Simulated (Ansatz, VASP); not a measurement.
# WS2: VASP beside Ansatz

```
W S
1.0
     3.18000    0.00000    0.00000
    -1.59000    2.75396    0.00000
     0.00000    0.00000   12.50000
W S
2 4
Direct
  0.33333 0.66667 0.25000
  0.66667 0.33333 0.75000
  0.33333 0.66667 0.62500
  0.66667 0.33333 0.12500
  0.33333 0.66667 0.87500
  0.66667 0.33333 0.37500
```

Alike in both runs: task electric field gradients; functional PBE; k mesh 11 × 11 × 3; occupations fermi-dirac, width 0.02 eV; collinear spin.

```csv
,VASP,Ansatz
version,VASP 6.6.1,Ansatz 0.2.0
potentials or method,"VASP PAW PBE potentials, release 64 (W_sv, S)","plane-wave PAW, scalar-relativistic"
plane-wave cutoff (eV),520,420
valence electrons in the cell,52,52
```

Ansatz gave:

| Item | Value |
| --- | --- |
| gap on the k mesh at the Fermi level (eV) | 1.05 |
| pressure (GPa) | 2.3 |
| traceless stress, the component that is largest in VASP (GPa) | 1.23 |
| rms of the force components (eV/Å) | 0.061 |
| net moment per atom (μB) | 0.00 |
| size of Vzz on the site where it differs most (V/Å²) | 179.1 |

**Question.** Which values does VASP return?

**Answer.** gap on the k mesh at the Fermi level (eV): 1.06; pressure (GPa): 2.2; traceless stress, the component that is largest in VASP (GPa): 1.23; rms of the force components (eV/Å): 0.062; net moment per atom (μB): 0.00; size of Vzz on the site where it differs most (V/Å²): 157.3.

Atom by atom the forces differ by 0.001 eV/Å (rms over components). The functional is the same, so the differences come from potentials, cutoffs and numerics. Ansatz's warnings: seeded moment not kept.

Neither program's run includes spin-orbit coupling.
